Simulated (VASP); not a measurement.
# Ta3SiC2: single point with PBE

Ta3SiC2:

```
CELL_PARAMETERS angstrom
5.73040 0.00000 0.00000
-2.86520 4.96267 0.00000
0.00000 0.00000 3.00047
ATOMIC_POSITIONS crystal
Ta 0.50000 0.00000 0.50000
Ta 0.50000 0.50000 0.50000
Ta 0.00000 0.50000 0.50000
Si 0.00000 0.00000 0.00000
C 0.33333 0.66667 0.00000
C 0.66667 0.33333 0.00000
```

The cell was built from a structure type or drawn by symmetry, and may not be a known phase.

* Program: VASP 6.6.1
* Task: single point
* Functional: PBE
* Potentials or basis: VASP PAW PBE potentials, release 64 (Ta_pv, Si, C)
* Cutoff: 520 eV
* k mesh: 12 × 12 × 12
* Occupations: gaussian, width 0.1 eV
* Spin: no spin polarisation
* Dipole correction: no
* Further INCAR settings: ALGO = Normal; EDIFF = 1e-07; NBANDS = 32

The pressure is 0.4 GPa and the band gap on the k mesh is zero (an odd number of electrons rules out a gap without spin polarisation).

Stress tensor (GPa, compression positive):
```
0.29 0.00 0.00
0.00 0.29 0.00
0.00 0.00 0.53
```

Levels at points of the mesh, in eV from the Fermi level:
```
           k point  band 19  band 20  band 21  band 22  band 23  band 24  band 25  band 26
(0.00, 0.00, 0.00)    -2.39    -2.39    -0.38     0.47     0.47     0.89     1.03     1.03
(0.50, 0.00, 0.00)    -2.89    -2.80    -2.67    -0.50     0.82     0.87     1.19     2.15
(0.00, 0.00, 0.50)    -2.38    -2.25    -2.25    -1.39    -1.39     1.08     2.51     2.51
(0.50, 0.00, 0.50)    -2.52    -2.23    -0.70    -0.50     0.14     0.23     0.54     0.68
```

It took 5.4 min on 1 thread of Intel Xeon 8259CL (shared host), peak memory 0.45 GiB.

Caveat: spin-orbit coupling is left out, which moves the levels of the heavy elements.
